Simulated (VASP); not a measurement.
Input of a VASP 6.6.1 run:

Contents of INCAR:

```
ALGO = Normal
EDIFF = 1E-6
ENCUT = 520
GGA = PE
GGA_COMPAT = False
ISIF = 2
ISMEAR = 0
LASPH = True
LCHARG = False
LREAL = False
LWAVE = False
NBANDS = 95
NELM = 120
PREC = Accurate
SIGMA = 0.02
```

Contents of KPOINTS:

```
k-points
0
Gamma
  4 4 3
```

The input POSCAR:

```
Cu12O5
1.0
    4.2982410438      0.0000000000      4.2982410438
   -4.2982410438      4.2982410438      0.0000000000
   -4.2982410438     -4.2982410438      4.2982410438
Cu O
12 5
Direct
    0.6627754208      0.8316193319      0.5821747777
    0.3435483774      0.1719021937      0.9143282932
   -0.0457197735      0.4777080177      0.2523695790
    0.1697776670      0.3387554197      0.5824329205
    0.8294053432      0.6576040828      0.9143272873
    0.5255358291      0.0482973232      0.2522410575
    0.0002066934     -0.0001224434      0.2472217712
    0.6680048053      0.3350650899      0.5290617579
    0.3343577853      0.6673659733      0.9417897791
    0.1697742974      0.8316700179      0.5822320765
    0.8293755573      0.1719794567      0.9147675192
    0.5256422064      0.4776357142      0.2516760126
    0.3342138708      0.6674587608      0.6821048623
    0.0007693853      0.0003463390     -0.0041477591
    0.0008243527      0.0008420407      0.4993914918
    0.6674682140      0.3337753086      0.8035841986
    0.3347339472      0.6674774347      0.1944555424
```

Potentials or basis: VASP PAW PBE potentials, release 64 (Cu, O).

Command:

```sh
$ cat potpaw_PBE.64/Cu/POTCAR potpaw_PBE.64/O/POTCAR > POTCAR
$ mpirun -np 1 vasp_std > vasp.out
```

Question: What does it give for the band gap on the k mesh?

Answer: 1.02 eV.

Question: Estimate the largest force.

Answer: 0.066 eV/Å.

Forces on the atoms (eV/Å):
```
Cu   0.006  0.005  0.007
Cu  -0.009 -0.009  0.007
Cu   0.000 -0.004 -0.012
Cu   0.007 -0.004 -0.006
Cu  -0.012 -0.005  0.010
Cu  -0.005  0.011  0.001
Cu  -0.013 -0.009  0.016
Cu   0.015  0.006 -0.012
Cu   0.028  0.029 -0.028
Cu  -0.007  0.006 -0.008
Cu  -0.003 -0.007  0.006
Cu   0.007 -0.007  0.004
O   -0.039 -0.039  0.037
O    0.004  0.007 -0.004
O    0.017  0.011 -0.012
O    0.036  0.035 -0.037
O   -0.031 -0.027  0.030
```

Caveat: the cell differs from its parent crystal (atoms taken out, then relaxed in part).
